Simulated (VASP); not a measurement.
# CoSn (P6/mmm) in VASP: a series of runs

CoSn is run at these levels: PBE; tasks: single point, relaxation of cell and atoms.

Everything below comes from runs of VASP 6.6.1. Logs are shortened: lines on timing, memory, paths and dates and some standing lists are left out, and cuts for length are marked.

### 1 The cell of the first run

Symmetry: P6/mmm, No. 191, hexagonal system. The conventional cell has a = 5.297 Å, b = 5.297 Å, c = 4.230 Å, α = 90.00°, β = 90.00°, γ = 120.00°. Co (site symmetry mmm) has 6 Sn at 2.61 to 2.65 Å and 4 Co at 2.65 Å within 3.4 Å. Sn (site symmetry -6m2) has 6 Co at 2.61 Å and 3 Sn at 3.06 Å within 3.4 Å. Within 3.5 Å of Sn (site symmetry 6/mmm) lie 6 Co at 2.65 Å.

### 2 Single point, PBE

INCAR reads:

```
PREC = Accurate ; ENCUT = 520
EDIFF = 1E-6 ; ISMEAR = 0
SIGMA = 0.1 ; LREAL = False
LASPH = True ; NELM = 100
ALGO = Normal ; ISIF = 2
LWAVE = False ; LCHARG = False
GGA = PE ; NBANDS = 44
```

KPOINTS reads:

```
Automatic mesh
0
Gamma
  12 12 8
```

POSCAR reads:

```
CoSn
1.0
    5.2965850009      0.0000000000      0.0000000000
   -2.6482925004      4.5869771641      0.0000000000
    0.0000000000      0.0000000000      4.2302876772
Co Sn
3 3
Direct
    0.0000000000      0.5000000000      0.0000000000
    0.5000000000      0.5000000000      0.0000000000
    0.5000000000      0.0000000000      0.0000000000
    0.6666666667      0.3333333333      0.5000000000
    0.3333333333      0.6666666667      0.5000000000
    0.0000000000      0.0000000000      0.0000000000
```

Potentials or basis: VASP PAW PBE potentials, release 64 (Co, Sn_d).

Launch:

```
$ cat potpaw_PBE.64/Co/POTCAR potpaw_PBE.64/Sn_d/POTCAR > POTCAR
$ mpirun -np 1 vasp_std > vasp.out
```

OUTCAR:

```text
PREC = Accurate
   ENCUT = 520
   EDIFF = 1E-6
   ISMEAR = 0
   LREAL = False
   LASPH = True
   NELM = 100
   ISIF = 2
   GGA = PE

 ion  position               nearest neighbor table
   1  0.000  0.500  0.000-   4 2.61   5 2.61   4 2.61   5 2.61   6 2.65   6 2.65   2 2.65   2 2.65
                             3 2.65   3 2.65
   2  0.500  0.500  0.000-   4 2.61   5 2.61   4 2.61   5 2.61   3 2.65   3 2.65   1 2.65   1 2.65
                             6 2.65   6 2.65
   3  0.500  0.000  0.000-   4 2.61   5 2.61   4 2.61   5 2.61   2 2.65   2 2.65   6 2.65   6 2.65
                             1 2.65   1 2.65
   4  0.667  0.333  0.500-   3 2.61   3 2.61   1 2.61   1 2.61   2 2.61   2 2.61   5 3.06   5 3.06
                             5 3.06   6 3.72   6 3.72   6 3.72   6 3.72   6 3.72   6 3.72
   5  0.333  0.667  0.500-   3 2.61   3 2.61   1 2.61   1 2.61   2 2.61   2 2.61   4 3.06   4 3.06
                             4 3.06   6 3.72   6 3.72   6 3.72   6 3.72   6 3.72   6 3.72
   6  0.000  0.000  0.000-   1 2.65   1 2.65   3 2.65   3 2.65   2 2.65   2 2.65   5 3.72   4 3.72
                             5 3.72   4 3.72   4 3.72   4 3.72   5 3.72   5 3.72   4 3.72   5 3.72

  LATTYP: Found a hexagonal cell.
 ALAT       =     5.2965850009
 C/A-ratio  =     0.7986821087

  Lattice vectors:

 A1 = (   5.2965850009,   0.0000000000,   0.0000000000)
 A2 = (  -2.6482925004,   4.5869771641,   0.0000000000)
 A3 = (   0.0000000000,   0.0000000000,   4.2302876772)

Analysis of symmetry for initial positions (statically):
=====================================================================
 Subroutine PRICEL returns:
 Original cell was already a primitive cell.

 Routine SETGRP: Setting up the symmetry group for a
 hexagonal supercell.

 Subroutine GETGRP returns: Found 24 space group operations
 (whereof 24 operations were pure point group operations)
 out of a pool of 24 trial point group operations.

The static configuration has the point symmetry D_6h.

Analysis of symmetry for dynamics (positions and initial velocities):
=====================================================================
 Subroutine PRICEL returns:
 Original cell was already a primitive cell.

 Routine SETGRP: Setting up the symmetry group for a
 hexagonal supercell.

 Subroutine GETGRP returns: Found 24 space group operations
 (whereof 24 operations were pure point group operations)
 out of a pool of 24 trial point group operations.

The dynamic configuration has the point symmetry D_6h.

 Subroutine INISYM returns: Found 24 space group operations
 (whereof 24 operations are pure point group operations),
 and found     1 'primitive' translations

----------------------------------------------------------------------------------------

                                     Primitive cell

  volume of cell :     102.7762

  direct lattice vectors                    reciprocal lattice vectors
     5.296585001  0.000000000  0.000000000     0.188800897  0.109004249  0.000000000
    -2.648292500  4.586977164  0.000000000     0.000000000  0.218008498  0.000000000
     0.000000000  0.000000000  4.230287677     0.000000000  0.000000000  0.236390543

  length of vectors
     5.296585001  5.296585001  4.230287677     0.218008498  0.218008498  0.236390543

  position of ions in fractional coordinates (direct lattice)
     0.000000000  0.500000000  0.000000000
     0.500000000  0.500000000  0.000000000
     0.500000000  0.000000000  0.000000000
     0.666666667  0.333333333  0.500000000
     0.333333333  0.666666667  0.500000000
     0.000000000  0.000000000  0.000000000

  ion indices of the primitive-cell ions
   primitive index   ion index
                 1           1
                 2           2
                 3           3
                 4           4
                 5           5
                 6           6

----------------------------------------------------------------------------------------

 KPOINTS: Automatic mesh

Automatic generation of k-mesh.
 Grid dimensions read from file:
 generate k-points for:   12   12    8

 Generating k-lattice:

  Cartesian coordinates                     Fractional coordinates (reciprocal lattice)
     0.015733408  0.009083687  0.000000000     0.083333333  0.000000000  0.000000000
     0.000000000  0.018167375  0.000000000     0.000000000  0.083333333  0.000000000
     0.000000000  0.000000000  0.029548818     0.000000000  0.000000000  0.125000000

  Length of vectors
     0.018167375  0.018167375  0.029548818

  Shift w.r.t. Gamma in fractional coordinates (k-lattice)
     0.000000000  0.000000000  0.000000000

 Subroutine IBZKPT returns following result:
 ===========================================

 Found     95 irreducible k-points:

 Following reciprocal coordinates:
            Coordinates               Weight
  0.000000  0.000000  0.000000      1.000000
  0.083333 -0.000000  0.000000      6.000000
  0.166667  0.000000  0.000000      6.000000
  0.250000  0.000000  0.000000      6.000000
  0.333333  0.000000  0.000000      6.000000
  0.416667 -0.000000  0.000000      6.000000
[... 16 lines left out ...]
  0.250000  0.000000  0.125000     12.000000
  0.333333  0.000000  0.125000     12.000000
 [... further k-points ...]
   k-points           NKPTS =     95   k-points in BZ     NKDIM =     95   number of bands    NBANDS=     44
   number of dos      NEDOS =    301   number of ions     NIONS =      6
   total plane-waves  NPLWV =  51200
   dimension x,y,z NGX =    40 NGY =   40 NGZ =   32
   dimension x,y,z NGXF=    80 NGYF=   80 NGZF=   64
   ions per type =               3   3
   NGX,Y,Z   is equivalent  to a cutoff of  12.55, 12.55, 12.58 a.u.
   NGXF,Y,Z  is equivalent  to a cutoff of  25.11, 25.11, 25.15 a.u.
 SYSTEM =  unknown system
   PREC   = accura    normal or accurate (medium, high low for compatibility)
   ISTART =      0    job   : 0-new  1-cont  2-samecut
   ICHARG =      2    charge: 1-file 2-atom 10-const
   ISPIN  =      1    spin polarized calculation?
   LNONCOLLINEAR =      F non collinear calculations
   LSORBIT =      F    spin-orbit coupling
   LASPH  =      T    aspherical Exc in radial PAW
   ENCUT  =  520.0 eV  38.22 Ry    6.18 a.u.   9.85  9.85  7.87*2*pi/ulx,y,z
   NELM   =    100;   NELMIN=  2; NELMDL= -5     # of ELM steps
   EDIFF  = 0.1E-05   stopping-criterion for ELM
   LREAL  =      F    real-space projection
   EDIFFG = 0.1E-04   stopping-criterion for IOM
   NSW    =      0    number of steps for IOM
   IBRION =     -1    ionic relax: 0-MD 1-quasi-New 2-CG
   NFREE  =      0    steps in history (QN), initial steepest desc. (CG)
   ISIF   =      2    stress and relaxation
   ISYM   =      2    0-nonsym 1-usesym 2-fastsym
   POTIM  = 0.5000    time-step for ionic-motion
   TEBEG  =    0.0;   TEEND  =   0.0 temperature during run
   PSTRESS=    0.0 pullay stress
   NELECT =      69.0000    total number of electrons
   NUPDOWN=      -1.0000    fix difference up-down
   EMIN   =  10.00;   EMAX   =-10.00  energy-range for DOS
   EFERMI =   0.00;   METHOD = LEGACY
   ISMEAR =     0;   SIGMA  =   0.10  broadening in eV -4-tet -1-fermi 0-gaus
   EFERMI_NEDOS =   21; number of points for ismear=-14 and -15
   IALGO  =     38    algorithm
   IMIX   =      4    mixing-type and parameters
     AMIX     =   0.40;   BMIX     =  1.00
     AMIX_MAG =   1.60;   BMIX_MAG =  1.00
  volume/ion in A,a.u.               =      17.13       115.59
  Fermi-wavevector in a.u.,A,eV,Ry     =   1.433487  2.708897 27.958402  2.054885
  Thomas-Fermi vector in A             =   2.553000
   LORBIT       =      0    0 simple, 1 ext, 2 COOP (PROOUT), +10 PAW based schemes
   GGA     = PE    functional components
   LHFCALC =     F    Hartree Fock is set to
   AEXX    =    0.0000 exact exchange contribution
   IVDW    =     0    specifies the selected vdW correction
   LEPSILON=     F    determine dielectric tensor
   LRPA    =     F    only Hartree local field effects (RPA)
 non-spin polarized calculation
 Gauss-broadening in eV      SIGMA  =   0.10
  energy-cutoff  :      520.00
  volume of cell :      102.78
 maximum number of plane-waves:      2802
 NGX is ok and might be reduce to    40
   NGX = 19   NGY = 19   NGZ = 15

 number of electron      69.0000014 magnetization

 Free energy of the ion-electron system (eV)
  ---------------------------------------------------
  ext. energy  EPLUGINS =         0.00000000
  ---------------------------------------------------
  free energy    TOTEN  =       -33.25968656 eV

  energy without entropy =      -33.24727753  energy(sigma->0) =      -33.25348204

 E-fermi :   9.7441     XC(G=0): -11.7043

 val. band max:        9.7277126745   @ k =   0.3333   0.0000   0.1250
 cond. band min:       9.7727053141   @ k =   0.2500   0.0000   0.0000
 fundamental gap:      0.0449926396
 Fermi energy:         9.7441439330

 k-point     1 :       0.0000    0.0000    0.0000
  band No.  band energies     occupation
      1     -11.7617      2.00000
      2     -11.6493      2.00000
      3     -11.6493      2.00000
      4     -11.6164      2.00000
      5     -11.6164      2.00000
      6     -11.5183      2.00000
[... 36 lines left out ...]
     43      15.6211      0.00000
     44      16.3057      0.00000

 k-point     2 :       0.0833   -0.0000    0.0000
  band No.  band energies     occupation
      1     -11.7612      2.00000
      2     -11.6498      2.00000
      3     -11.6493      2.00000
      4     -11.6222      2.00000
      5     -11.6195      2.00000
      6     -11.5281      2.00000
[... 36 lines left out ...]
     43      15.4924      0.00000
     44      15.5266      0.00000

 k-point     3 :       0.1667    0.0000    0.0000
  band No.  band energies     occupation
      1     -11.7598      2.00000
      2     -11.6511      2.00000
      3     -11.6490      2.00000
      4     -11.6358      2.00000
      5     -11.6282      2.00000
      6     -11.5383      2.00000
[... 36 lines left out ...]
     43      14.7977      0.00000
     44      15.2909      0.00000

 k-point     4 :       0.2500    0.0000    0.0000
  band No.  band energies     occupation
      1     -11.7580      2.00000
      2     -11.6530      2.00000
      3     -11.6511      2.00000
      4     -11.6480      2.00000
      5     -11.6399      2.00000
      6     -11.5435      2.00000
[... 882 lines left out ...]
     43      14.6045      0.00000
     44      15.9650      0.00000

 k-point    23 :       0.2500    0.0000    0.1250
  band No.  band energies     occupation
      1     -11.7558      2.00000
      2     -11.6616      2.00000
      3     -11.6543      2.00000
      4     -11.6417      2.00000
      5     -11.6336      2.00000
      6     -11.5415      2.00000
[... 36 lines left out ...]
     43      14.4787      0.00000
     44      16.3170      0.00000

 k-point    24 :       0.3333    0.0000    0.1250
  band No.  band energies     occupation
      1     -11.7542      2.00000
      2     -11.6705      2.00000
      3     -11.6565      2.00000
      4     -11.6470      2.00000
      5     -11.6407      2.00000
      6     -11.5437      2.00000
[... 36 lines left out ...]
     43      14.5635      0.00000
     44      16.1327      0.00000

 [... further k-points ...]

------------------------ aborting loop because EDIFF is reached ----------------------------------------

  FORCE on cell =-STRESS in cart. coord.  units (eV):
  Direction    XX          YY          ZZ          XY          YZ          ZX
  --------------------------------------------------------------------------------------
  -------------------------------------------------------------------------------------
  Total       -0.0340804     -0.0340804     -0.0789711     -0.0000000      0.0000000     -0.0000000
  in kB       -0.5312796     -0.5312796     -1.2310802     -0.0000000      0.0000000     -0.0000000
  external PRESSURE =      -0.7645465 kB  Pullay stress =       0.0000000 kB

 VOLUME and BASIS-vectors are now :
 -----------------------------------------------------------------------------
  energy-cutoff  :      520.00
  volume of cell :      102.78
      direct lattice vectors                 reciprocal lattice vectors
     5.296585001  0.000000000  0.000000000     0.188800897  0.109004249  0.000000000
    -2.648292500  4.586977164  0.000000000     0.000000000  0.218008498  0.000000000
     0.000000000  0.000000000  4.230287677     0.000000000  0.000000000  0.236390543

 POSITION                                       TOTAL-FORCE (eV/Angst)
 -----------------------------------------------------------------------------------
     -1.32415      2.29349      0.00000        -0.000000      0.000000      0.000000
      1.32415      2.29349      0.00000        -0.000000      0.000000      0.000000
      2.64829      0.00000      0.00000        -0.000000      0.000000      0.000000
      2.64829      1.52899      2.11514         0.000000     -0.000000      0.000000
     -0.00000      3.05798      2.11514        -0.000000      0.000000     -0.000000
      0.00000      0.00000      0.00000        -0.000000      0.000000      0.000000
 -----------------------------------------------------------------------------------
    total drift:                               -0.000000      0.000000     -0.000000

  FREE ENERGIE OF THE ION-ELECTRON SYSTEM (eV)
  ---------------------------------------------------
  free  energy   TOTEN  =       -33.2596865570 eV

  energy  without entropy=      -33.2472775318  energy(sigma->0) =      -33.25348204
```

Run time: 3.7 min. Hardware: 1 thread of AMD EPYC 9R45 (Zen 5), shared host; peak memory 0.42 GiB.

Results:

* Free energy: -33.2597 eV
* Pressure: -0.1 GPa

Caveat: spin-orbit coupling is left out, which moves the levels of the heavy elements.

### 3 Relaxation of cell and atoms, PBE

This run uses another cell than the first one, of 16.63 Å³/atom, 0.971 times its volume.

INCAR reads:

```
SYSTEM = CoSn
PREC = Accurate
ENCUT = 600
EDIFF = 1E-6
ISMEAR = 0
SIGMA = 0.1
LREAL = .False.
LASPH = .True.
NELM = 100
ALGO = Normal
ISIF = 3
LWAVE = .False.
LCHARG = .False.
GGA = PE
IBRION = 2
NSW = 100
EDIFFG = -0.005
```

KPOINTS reads:

```
Automatic mesh
0
Gamma
  12 12 8
  0 0 0
```

POSCAR reads:

```
CoSn
1.0
    5.2460399276      0.0000000000      0.0000000000
   -2.6230199638      4.5432038466      0.0000000000
    0.0000000000      0.0000000000      4.1875903000
Co Sn
3 3
Direct
    0.0000000000      0.5000000000      0.0000000000
    0.5000000000      0.5000000000      0.0000000000
    0.5000000000      0.0000000000      0.0000000000
    0.6666666700      0.3333333300      0.5000000000
    0.3333333300      0.6666666700      0.5000000000
    0.0000000000      0.0000000000      0.0000000000
```

Potentials or basis: VASP PAW PBE potentials, release 64 (Co, Sn_d).

Launch:

```
$ cat potpaw_PBE.64/Co/POTCAR potpaw_PBE.64/Sn_d/POTCAR > POTCAR
$ mpirun -np 1 vasp_std > vasp.out
```

Wall time 19 min (1 thread of Intel Xeon Platinum 8259CL at 2.50GHz (Skylake/Cascade Lake), shared host); peak memory 0.53 GiB.

Results (log left out):

```yaml
Free_energy: -33.2584 eV
Relaxed_volume: 17.12 Å³/atom
Relaxed_cell: a = 5.296 Å, b = 5.296 Å, c = 4.228 Å, α = 90.00°, β = 90.00°, γ = 120.00°
Space_group_after_relaxing_to_0.05_Å: P6/mmm (No. 191)
Energy_gained_by_relaxing: 5.7 meV/atom
Ionic_steps: 3
Pressure_after_relaxing: 0.0 GPa
```

Step by step:
```csv
step,energy change (eV),largest force (eV/Å),pressure (GPa),volume (Å³)
1,0.0000,0.0000,3.94,99.81
2,0.0017,0.0000,-3.54,105.83
3,-0.0343,0.0000,0.01,102.70
```

Final structure:
```
CELL_PARAMETERS angstrom
5.29606 0.00000 0.00000
-2.64803 4.58652 0.00000
0.00000 0.00000 4.22800
ATOMIC_POSITIONS crystal
Co 0.00000 0.50000 0.00000
Co 0.50000 0.50000 0.00000
Co 0.50000 0.00000 0.00000
Sn 0.66667 0.33333 0.50000
Sn 0.33333 0.66667 0.50000
Sn 0.00000 0.00000 0.00000
```

Levels at points of the mesh, in eV from the Fermi level:
| k point | band 32 | band 33 | band 34 | band 35 | band 36 | band 37 |
| --- | --- | --- | --- | --- | --- | --- |
| (0.00, 0.00, 0.00) | -0.42 | -0.39 | -0.39 | 0.51 | 0.60 | 1.36 |
| (0.50, 0.00, 0.00) | -0.40 | -0.40 | 0.72 | 1.02 | 1.65 | 1.79 |
| (0.00, 0.00, 0.50) | -0.48 | -0.47 | -0.47 | -0.38 | -0.38 | -0.12 |
| (0.50, 0.00, 0.50) | -0.67 | -0.47 | -0.41 | -0.38 | -0.13 | 0.44 |

Caveat: spin-orbit coupling is left out, which moves the levels of the heavy elements. Spin polarisation is off, so any magnetic state and its effect on volume and gap are missing.

### 4 Single point, PBE (equal strain along all axes, cell held: +6.0 %)

INCAR reads:

```
SYSTEM = CoSn
PREC = Accurate
ENCUT = 520
EDIFF = 1E-6
ISMEAR = 0
SIGMA = 0.1
LREAL = .FALSE.
LASPH = .TRUE.
NELM = 60
ALGO = Fast
ISIF = 2
LWAVE = .FALSE.
LCHARG = .FALSE.
GGA = PE
NBANDS = 44
```

KPOINTS reads:

```
regular mesh
0
G
  12 12 8
  0 0 0
```

POSCAR reads:

```
CoSn
1.0
    5.6143801764      0.0000000000      0.0000000000
   -2.8071900882      4.8621958593      0.0000000000
    0.0000000000      0.0000000000      4.4841049451
Co Sn
3 3
Direct
    0.0000000000      0.5000000000      0.0000000000
    0.5000000000      0.5000000000      0.0000000000
    0.5000000000      0.0000000000      0.0000000000
    0.6666666667      0.3333333333      0.5000000000
    0.3333333333      0.6666666667      0.5000000000
    0.0000000000      0.0000000000      0.0000000000
```

Launch:

```
$ cat potpaw_PBE.64/Co/POTCAR potpaw_PBE.64/Sn_d/POTCAR > POTCAR
$ mpirun -np 1 vasp_std > vasp.out
```

Wall time 4.7 min (1 thread of Intel Xeon 6975P-C (Granite Rapids), shared host); peak memory 0.51 GiB.

It converged, with:

```yaml
Free_energy: -32.2013 eV
Pressure: -14.5 GPa
```

Levels at points of the mesh, in eV from the Fermi level:
| k point | band 31 | band 32 | band 33 | band 34 | band 35 | band 36 | band 37 | band 38 |
| --- | --- | --- | --- | --- | --- | --- | --- | --- |
| (0.00, 0.00, 0.00) | -0.34 | -0.33 | -0.32 | -0.32 | 0.25 | 0.37 | 1.05 | 1.05 |
| (0.50, 0.00, 0.00) | -0.52 | -0.32 | -0.32 | 0.56 | 0.85 | 1.11 | 1.51 | 1.60 |
| (0.00, 0.00, 0.50) | -0.73 | -0.38 | -0.38 | -0.37 | -0.32 | -0.32 | -0.01 | 0.37 |
| (0.50, 0.00, 0.50) | -0.74 | -0.56 | -0.37 | -0.32 | -0.31 | -0.17 | 0.39 | 0.96 |

Caveat: the cell differs from its parent crystal (equal strain along all axes, cell held: +6.0 %); spin-orbit coupling is left out, which moves the levels of the heavy elements. Spin polarisation is off, so any magnetic state and its effect on volume and gap are missing.

[end of part 1 of 2]
